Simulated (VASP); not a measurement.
Input of a VASP 6.6.1 run:

Contents of INCAR:

```
PREC = Accurate
ENCUT = 520
EDIFF = 1E-6
ISMEAR = -1
SIGMA = 0.1
LREAL = F
LASPH = T
NELM = 60
ALGO = Normal
ISIF = 2
LWAVE = F
LCHARG = F
GGA = CA
NBANDS = 12
```

The input KPOINTS:

```
regular mesh
0
Gamma
  16 16 16
```

POSCAR

```
Ag
1.0
   -1.6525575133      1.6525575133      1.6525575133
    1.6525575133     -1.6525575133      1.6525575133
    1.6525575133      1.6525575133     -1.6525575133
Ag
1
Direct
    0.0000000000      0.0000000000      0.0000000000
```

Potentials or basis: VASP PAW LDA potentials, release 64 (Ag).

Run with:

```sh
$ cat potpaw_LDA.64/Ag/POTCAR > POTCAR
$ mpirun -np 1 vasp_std > vasp.out
```

Problem. Predict the pressure.

Solution. -10.9 GPa.
